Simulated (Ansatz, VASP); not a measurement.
**Cd in VASP and in Ansatz**

```
Cd
1.0
     2.88186    0.00000    0.00000
    -1.44093    2.49577    0.00000
     0.00000    0.00000    5.63837
Cd
2
Direct
  0.33333 0.66667 0.25000
  0.66667 0.33333 0.75000
```

Alike in both runs: task single point; functional LDA; k mesh 13 × 13 × 6; occupations gaussian, width 1 eV; no spin polarisation.

```csv
,VASP,Ansatz
version,VASP 6.6.1,Ansatz 0.2.0
potentials or method,"VASP PAW LDA potentials, release 64 (Cd), cutoff 520 eV","plane waves (420 eV) with PAW, scalar-relativistic"
valence electrons in the cell,24,40
```

VASP gave:

```
pressure (GPa)                                                : 1.5
traceless stress, the component that is largest in VASP (GPa) : -1.88
```

**Question.** What did Ansatz give for the same quantities?

**Answer.** Pressure (GPa): 0.8; traceless stress, the component that is largest in VASP (GPa): -1.52.

Ansatz warns that its potentials were made for another functional, while VASP's fit it. LDA's correlation is that of Perdew and Zunger in VASP and of Perdew and Wang (1992) in Ansatz. VASP's potentials hold 24 valence electrons a cell and Ansatz's 40, so a difference there can come from the potentials and not from the codes.
